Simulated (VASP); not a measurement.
## SnTe: electric field gradients with LDA

SnTe:

```xyz
2
Lattice="0.0000 3.1774 3.1774 3.1774 0.0000 3.1774 3.1774 3.1774 0.0000" Properties=species:S:1:pos:R:3 pbc="T T T"
Sn    0.0000    0.0000    0.0000
Te    3.1774    3.1774    3.1774
```

This cell differs from its parent crystal: volume scaled by 1.02.

```
Program                : VASP 6.6.1
Task                   : electric field gradients
Functional             : LDA
Potentials or basis    : VASP PAW LDA potentials, release 64 (Sn_d, Te)
Cutoff                 : 520 eV
k mesh                 : 11 × 11 × 11
Occupations            : fermi-dirac, width 0.08 eV
Spin                   : no spin polarisation
Dipole correction      : no
Further INCAR settings : ALGO = Normal; EDIFF = 1e-08; NBANDS = 17
```

```yaml
Pressure: -2.5 GPa
```

Levels at points of the mesh, in eV from the Fermi level:
```csv
k point,band 8,band 9,band 10,band 11,band 12,band 13
"(0.00, 0.00, 0.00)",-2.02,-2.02,-2.02,3.26,3.26,3.26
```

Wall time 61 s on 1 thread of Intel Xeon 6975P-C, on a shared host, peak memory 0.21 GiB.

Caveat: this odd mesh misses L, where the gap lies, so gap, dielectric constants and Born charges aren't listed; without QUAD_EFG the Cq values of the log hold for a quadrupole moment of 1 mb, not for the nuclei; spin-orbit coupling is left out, which moves the levels of the heavy elements.
